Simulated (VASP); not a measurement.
# CdSe (P6_3mc) in VASP: further runs

Runs on CdSe. Level: PBE. Tasks: single point.

Program: VASP 6.6.1. These are calculated values, not measurements. Logs are shortened: lines on timing, memory, paths and dates and some standing lists are left out, and cuts for length are marked.

## (1) The cell of the first run

The structure is hexagonal, space group P6_3mc (No. 186). Conventional cell: a = 4.298 Å, b = 4.298 Å, c = 7.191 Å, α = 90.00°, β = 90.00°, γ = 120.00°. Cd (site symmetry 3m) has 4 Se at 2.64 to 2.70 Å within 3.5 Å. Within 3.5 Å of Se (site symmetry 3m) lie 4 Cd at 2.64 to 2.70 Å.

## (2) Single point, PBE (strain +0.000 along x and y, +0.025 along z)

File INCAR:

```
PREC = Accurate
ENCUT = 520
EDIFF = 1E-6
ISMEAR = 0
SIGMA = 0.05
LREAL = F
LASPH = T
NELM = 60
ALGO = Normal
ISIF = 2
LWAVE = F
LCHARG = F
GGA = PE
NBANDS = 26
```

File KPOINTS:

```
regular mesh
0
Gamma
  6 6 4
```

File POSCAR:

```
CdSe
1.0
    4.2984999142      0.0000000000      0.0000000000
   -2.1492499571      3.7226101239      0.0000000000
    0.0000000000      0.0000000000      7.1905800000
Cd Se
2 2
Direct
    0.6666666667      0.3333333333      0.0000000000
    0.3333333333      0.6666666667      0.5000000000
    0.6666666667      0.3333333333      0.3750000000
    0.3333333333      0.6666666667      0.8750000000
```

Potentials or basis: VASP PAW PBE potentials, release 64 (Cd, Se).

Run with:

```sh
$ cat potpaw_PBE.64/Cd/POTCAR potpaw_PBE.64/Se/POTCAR > POTCAR
$ mpirun -np 1 vasp_std > vasp.out
```

OUTCAR:

```text
PREC = Accurate
   ENCUT = 520
   EDIFF = 1E-6
   ISMEAR = 0
   LREAL = F
   LASPH = T
   NELM = 60
   ISIF = 2
   GGA = PE

 ion  position               nearest neighbor table
   1  0.667  0.333  0.000-   4 2.64   4 2.64   4 2.64   3 2.70
   2  0.333  0.667  0.500-   3 2.64   3 2.64   3 2.64   4 2.70
   3  0.667  0.333  0.375-   2 2.64   2 2.64   2 2.64   1 2.70
   4  0.333  0.667  0.875-   1 2.64   1 2.64   1 2.64   2 2.70

  LATTYP: Found a hexagonal cell.
 ALAT       =     4.2984999142
 C/A-ratio  =     1.6728114792

  Lattice vectors:

 A1 = (   4.2984999142,   0.0000000000,   0.0000000000)
 A2 = (  -2.1492499571,   3.7226101239,   0.0000000000)
 A3 = (   0.0000000000,   0.0000000000,   7.1905800000)

Analysis of symmetry for initial positions (statically):
=====================================================================
 Subroutine PRICEL returns:
 Original cell was already a primitive cell.

 Routine SETGRP: Setting up the symmetry group for a
 hexagonal supercell.

 Subroutine GETGRP returns: Found 12 space group operations
 (whereof  6 operations were pure point group operations)
 out of a pool of 24 trial point group operations.

The static configuration has the point symmetry C_3v.
 The point group associated with its full space group is C_6v.

Analysis of symmetry for dynamics (positions and initial velocities):
=====================================================================
 Subroutine PRICEL returns:
 Original cell was already a primitive cell.

 Routine SETGRP: Setting up the symmetry group for a
 hexagonal supercell.

 Subroutine GETGRP returns: Found 12 space group operations
 (whereof  6 operations were pure point group operations)
 out of a pool of 24 trial point group operations.

The dynamic configuration has the point symmetry C_3v.
 The point group associated with its full space group is C_6v.

 Subroutine INISYM returns: Found 12 space group operations
 (whereof  6 operations are pure point group operations),
 and found     1 'primitive' translations

----------------------------------------------------------------------------------------

                                     Primitive cell

  volume of cell :     115.0611

  direct lattice vectors                    reciprocal lattice vectors
     4.298499914  0.000000000  0.000000000     0.232639297  0.134314361  0.000000000
    -2.149249957  3.722610124  0.000000000     0.000000000  0.268628722  0.000000000
     0.000000000  0.000000000  7.190580000     0.000000000  0.000000000  0.139070840

  length of vectors
     4.298499914  4.298499914  7.190580000     0.268628722  0.268628722  0.139070840

  position of ions in fractional coordinates (direct lattice)
     0.666666667  0.333333333  0.000000000
     0.333333333  0.666666667  0.500000000
     0.666666667  0.333333333  0.375000000
     0.333333333  0.666666667  0.875000000

  ion indices of the primitive-cell ions
   primitive index   ion index
                 1           1
                 2           2
                 3           3
                 4           4

----------------------------------------------------------------------------------------

 KPOINTS: regular mesh

Automatic generation of k-mesh.
 Grid dimensions read from file:
 generate k-points for:    6    6    4

 Generating k-lattice:

  Cartesian coordinates                     Fractional coordinates (reciprocal lattice)
     0.038773216  0.022385727  0.000000000     0.166666667  0.000000000  0.000000000
     0.000000000  0.044771454  0.000000000     0.000000000  0.166666667  0.000000000
     0.000000000  0.000000000  0.034767710     0.000000000  0.000000000  0.250000000

  Length of vectors
     0.044771454  0.044771454  0.034767710

  Shift w.r.t. Gamma in fractional coordinates (k-lattice)
     0.000000000  0.000000000  0.000000000

 Subroutine IBZKPT returns following result:
 ===========================================

 Found     21 irreducible k-points:

 Following reciprocal coordinates:
            Coordinates               Weight
  0.000000  0.000000  0.000000      1.000000
  0.166667 -0.000000  0.000000      6.000000
  0.333333 -0.000000  0.000000      6.000000
  0.500000 -0.000000  0.000000      3.000000
  0.166667  0.166667  0.000000      6.000000
  0.333333  0.166667  0.000000     12.000000
[... 13 lines left out ...]
  0.333333  0.166667  0.500000     12.000000
  0.333333  0.333333  0.500000      2.000000
   k-points           NKPTS =     21   k-points in BZ     NKDIM =     21   number of bands    NBANDS=     26
   number of dos      NEDOS =    301   number of ions     NIONS =      4
   total plane-waves  NPLWV =  55296
   dimension x,y,z NGX =    32 NGY =   32 NGZ =   54
   dimension x,y,z NGXF=    64 NGYF=   64 NGZF=  108
   ions per type =               2   2
   NGX,Y,Z   is equivalent  to a cutoff of  12.38, 12.38, 12.48 a.u.
   NGXF,Y,Z  is equivalent  to a cutoff of  24.75, 24.75, 24.97 a.u.
 SYSTEM =  unknown system
   PREC   = accura    normal or accurate (medium, high low for compatibility)
   ISTART =      0    job   : 0-new  1-cont  2-samecut
   ICHARG =      2    charge: 1-file 2-atom 10-const
   ISPIN  =      1    spin polarized calculation?
   LNONCOLLINEAR =      F non collinear calculations
   LSORBIT =      F    spin-orbit coupling
   LASPH  =      T    aspherical Exc in radial PAW
   ENCUT  =  520.0 eV  38.22 Ry    6.18 a.u.   7.99  7.99 13.37*2*pi/ulx,y,z
   NELM   =     60;   NELMIN=  2; NELMDL= -5     # of ELM steps
   EDIFF  = 0.1E-05   stopping-criterion for ELM
   LREAL  =      F    real-space projection
   EDIFFG = 0.1E-04   stopping-criterion for IOM
   NSW    =      0    number of steps for IOM
   IBRION =     -1    ionic relax: 0-MD 1-quasi-New 2-CG
   NFREE  =      0    steps in history (QN), initial steepest desc. (CG)
   ISIF   =      2    stress and relaxation
   ISYM   =      2    0-nonsym 1-usesym 2-fastsym
   POTIM  = 0.5000    time-step for ionic-motion
   TEBEG  =    0.0;   TEEND  =   0.0 temperature during run
   PSTRESS=    0.0 pullay stress
   NELECT =      36.0000    total number of electrons
   NUPDOWN=      -1.0000    fix difference up-down
   EMIN   =  10.00;   EMAX   =-10.00  energy-range for DOS
   EFERMI =   0.00;   METHOD = LEGACY
   ISMEAR =     0;   SIGMA  =   0.05  broadening in eV -4-tet -1-fermi 0-gaus
   EFERMI_NEDOS =   21; number of points for ismear=-14 and -15
   IALGO  =     38    algorithm
   IMIX   =      4    mixing-type and parameters
     AMIX     =   0.40;   BMIX     =  1.00
     AMIX_MAG =   1.60;   BMIX_MAG =  1.00
  volume/ion in A,a.u.               =      28.77       194.12
  Fermi-wavevector in a.u.,A,eV,Ry     =   1.111389  2.100221 16.805727  1.235186
  Thomas-Fermi vector in A             =   2.247952
   LORBIT       =      0    0 simple, 1 ext, 2 COOP (PROOUT), +10 PAW based schemes
   GGA     = PE    functional components
   LHFCALC =     F    Hartree Fock is set to
   AEXX    =    0.0000 exact exchange contribution
   IVDW    =     0    specifies the selected vdW correction
   LEPSILON=     F    determine dielectric tensor
   LRPA    =     F    only Hartree local field effects (RPA)
 non-spin polarized calculation
 Gauss-broadening in eV      SIGMA  =   0.05
  energy-cutoff  :      520.00
  volume of cell :      115.06
 maximum number of plane-waves:      3120
 NGX is ok and might be reduce to    32
   NGX = 15   NGY = 15   NGZ = 27

 number of electron      35.9999999 magnetization

 Free energy of the ion-electron system (eV)
  ---------------------------------------------------
  ext. energy  EPLUGINS =         0.00000000
  ---------------------------------------------------
  free energy    TOTEN  =       -10.95342676 eV

  energy without entropy =      -10.95342676  energy(sigma->0) =      -10.95342676

 E-fermi :   1.0209     XC(G=0):  -8.7786

 val. band max:        0.7990061494   @ k =   0.0000   0.0000   0.0000
 cond. band min:       1.3858773210   @ k =   0.0000   0.0000   0.0000
 fundamental gap:      0.5868711716
 Fermi energy:         1.0209220071

 k-point     1 :       0.0000    0.0000    0.0000
  band No.  band energies     occupation
      1     -11.7055      2.00000
      2     -11.3675      2.00000
      3      -7.0886      2.00000
      4      -7.0886      2.00000
      5      -7.0751      2.00000
      6      -7.0301      2.00000
[... 18 lines left out ...]
     25       7.8124      0.00000
     26       8.2478      0.00000

 k-point     2 :       0.1667   -0.0000    0.0000
  band No.  band energies     occupation
      1     -11.6248      2.00000
      2     -11.3281      2.00000
      3      -7.0597      2.00000
      4      -7.0524      2.00000
      5      -7.0229      2.00000
      6      -6.9907      2.00000
[... 18 lines left out ...]
     25       7.9008      0.00000
     26       8.4286      0.00000

 k-point     3 :       0.3333   -0.0000    0.0000
  band No.  band energies     occupation
      1     -11.4503      2.00000
      2     -11.2594      2.00000
      3      -7.0136      2.00000
      4      -7.0122      2.00000
      5      -6.9132      2.00000
      6      -6.9066      2.00000
[... 18 lines left out ...]
     25       8.4780      0.00000
     26       8.9708      0.00000

 k-point     4 :       0.5000   -0.0000    0.0000
  band No.  band energies     occupation
      1     -11.3470      2.00000
      2     -11.2398      2.00000
      3      -6.9993      2.00000
      4      -6.9982      2.00000
      5      -6.8774      2.00000
      6      -6.8410      2.00000
[... 18 lines left out ...]
     25       8.5892      0.00000
     26      10.4829      0.00000

 k-point     5 :       0.1667    0.1667    0.0000
  band No.  band energies     occupation
      1     -11.4965      2.00000
      2     -11.2747      2.00000
      3      -7.0309      2.00000
      4      -7.0103      2.00000
      5      -6.9375      2.00000
      6      -6.9366      2.00000
[... 18 lines left out ...]
     25       8.4693      0.00000
     26       8.6533      0.00000

 k-point     6 :       0.3333    0.1667    0.0000
  band No.  band energies     occupation
      1     -11.3485      2.00000
      2     -11.2400      2.00000
      3      -7.0183      2.00000
      4      -6.9669      2.00000
      5      -6.8849      2.00000
      6      -6.8679      2.00000
[... 340 lines left out ...]
 k-point    18 :       0.5000   -0.0000    0.5000
  band No.  band energies     occupation
      1     -11.2884      2.00000
      2     -11.2884      2.00000
      3      -6.9682      2.00000
      4      -6.9682      2.00000
      5      -6.9354      2.00000
      6      -6.9354      2.00000
[... 18 lines left out ...]
     25       8.6777      0.00000
     26       8.6777      0.00000

 k-point    19 :       0.1667    0.1667    0.5000
  band No.  band energies     occupation
      1     -11.3822      2.00000
      2     -11.3822      2.00000
      3      -6.9898      2.00000
      4      -6.9898      2.00000
      5      -6.9665      2.00000
      6      -6.9665      2.00000
[... 18 lines left out ...]
     25       8.2881      0.00000
     26       8.2881      0.00000

 k-point    20 :       0.3333    0.1667    0.5000
  band No.  band energies     occupation
      1     -11.2892      2.00000
      2     -11.2892      2.00000
      3      -6.9558      2.00000
      4      -6.9558      2.00000
      5      -6.9370      2.00000
      6      -6.9370      2.00000
[... 18 lines left out ...]
     25       8.7624      0.00000
     26       8.7624      0.00000

 k-point    21 :       0.3333    0.3333    0.5000
  band No.  band energies     occupation
      1     -11.2590      2.00000
      2     -11.2590      2.00000
      3      -6.9417      2.00000
      4      -6.9417      2.00000
      5      -6.9270      2.00000
      6      -6.9270      2.00000
[... 18 lines left out ...]
     25       9.6250      0.00000
     26       9.6519      0.00000

------------------------ aborting loop because EDIFF is reached ----------------------------------------

  FORCE on cell =-STRESS in cart. coord.  units (eV):
  Direction    XX          YY          ZZ          XY          YZ          ZX
  --------------------------------------------------------------------------------------
  -------------------------------------------------------------------------------------
  Total        1.8842399      1.8842399      0.4620035      0.0000000      0.0000000      0.0000000
  in kB       26.2372539     26.2372539      6.4332058      0.0000000      0.0000000      0.0000000
  external PRESSURE =      19.6359045 kB  Pullay stress =       0.0000000 kB

 VOLUME and BASIS-vectors are now :
 -----------------------------------------------------------------------------
  energy-cutoff  :      520.00
  volume of cell :      115.06
      direct lattice vectors                 reciprocal lattice vectors
     4.298499914  0.000000000  0.000000000     0.232639297  0.134314361  0.000000000
    -2.149249957  3.722610124  0.000000000     0.000000000  0.268628722  0.000000000
     0.000000000  0.000000000  7.190580000     0.000000000  0.000000000  0.139070840

 POSITION                                       TOTAL-FORCE (eV/Angst)
 -----------------------------------------------------------------------------------
      2.14925      1.24087      0.00000        -0.000000     -0.000000      0.147379
     -0.00000      2.48174      3.59529         0.000000     -0.000000      0.147379
      2.14925      1.24087      2.69647        -0.000000     -0.000000     -0.147379
     -0.00000      2.48174      6.29176         0.000000      0.000000     -0.147379
 -----------------------------------------------------------------------------------
    total drift:                               -0.000000     -0.000000     -0.000260

  FREE ENERGIE OF THE ION-ELECTRON SYSTEM (eV)
  ---------------------------------------------------
  free  energy   TOTEN  =       -10.9534267602 eV

  energy  without entropy=      -10.9534267602  energy(sigma->0) =      -10.95342676
```

Wall time 24 s (1 thread of Intel Xeon 6975P-C (Granite Rapids), shared host); peak memory 0.25 GiB.

Results:

| Property | Result |
| --- | --- |
| Free energy | -10.9534 eV |
| Pressure | 2.0 GPa |
| Largest force | 0.147 eV/Å |
| Band gap on the k mesh | 0.59 eV, direct |

Forces in eV/Å, atoms in the order of the input:
```
Cd   0.000  0.000  0.147
Cd   0.000  0.000  0.147
Se   0.000  0.000 -0.147
Se   0.000  0.000 -0.147
```

Caveat: the cell differs from its parent crystal (strain +0.000 along x and y, +0.025 along z).

## (3) Single point, PBE (strain +0.000 along x and y, +0.050 along z)

File INCAR:

```
SYSTEM = CdSe
  PREC = Accurate
  ENCUT = 520
  EDIFF = 1E-7
  ISMEAR = 0
  SIGMA = 0.05
  LREAL = .FALSE.
  LASPH = .TRUE.
  NELM = 100
  ALGO = Normal
  ISIF = 2
  LWAVE = .FALSE.
  LCHARG = .FALSE.
  GGA = PE
  NBANDS = 26
```

File KPOINTS:

```
regular mesh
0
G
  6 6 4
  0 0 0
```

Edit POSCAR of step 2 so:

```diff
@@ -4,3 +4,3 @@
    -2.1492499571      3.7226101239      0.0000000000
-    0.0000000000      0.0000000000      7.1905800000
+    0.0000000000      0.0000000000      7.3659600000
 Cd Se
```

Potentials or basis: VASP PAW PBE potentials, release 64 (Cd, Se).

Run with:

```sh
$ cat potpaw_PBE.64/Cd/POTCAR potpaw_PBE.64/Se/POTCAR > POTCAR
$ mpirun -np 1 vasp_std > vasp.out
```

Run time: 24 s. Hardware: 1 thread of Intel Xeon 6975P-C (Granite Rapids), shared host; peak memory 0.24 GiB.

It converged, with:

```
Free energy            : -10.9454 eV
Pressure               : 0.9 GPa
Largest force          : 0.240 eV/Å
Band gap on the k mesh : 0.52 eV, direct
```

Forces on the atoms (eV/Å):
```
Cd   0.000  0.000  0.240
Cd   0.000  0.000  0.240
Se   0.000  0.000 -0.240
Se   0.000  0.000 -0.240
```

Stress tensor (GPa, compression positive):
```
 2.05  0.00  0.00
 0.00  2.05  0.00
 0.00  0.00 -1.49
```

Levels at points of the mesh, in eV from the valence-band top:
| k point | band 15 | band 16 | band 17 | band 18 | band 19 | band 20 | band 21 | band 22 |
| --- | --- | --- | --- | --- | --- | --- | --- | --- |
| (0.00, 0.00, 0.00) | -0.60 | -0.22 | 0.00 | 0.00 | 0.52 | 2.33 | 5.69 | 6.00 |
| (0.50, 0.00, 0.00) | -2.47 | -1.64 | -1.26 | -0.77 | 2.97 | 3.44 | 4.57 | 5.59 |
| (0.00, 0.00, 0.50) | -0.31 | -0.31 | -0.31 | -0.31 | 2.29 | 2.29 | 5.58 | 5.58 |
| (0.50, 0.00, 0.50) | -1.40 | -1.40 | -1.23 | -1.23 | 2.78 | 2.78 | 4.75 | 4.75 |

Caveat: the cell differs from its parent crystal (strain +0.000 along x and y, +0.050 along z).
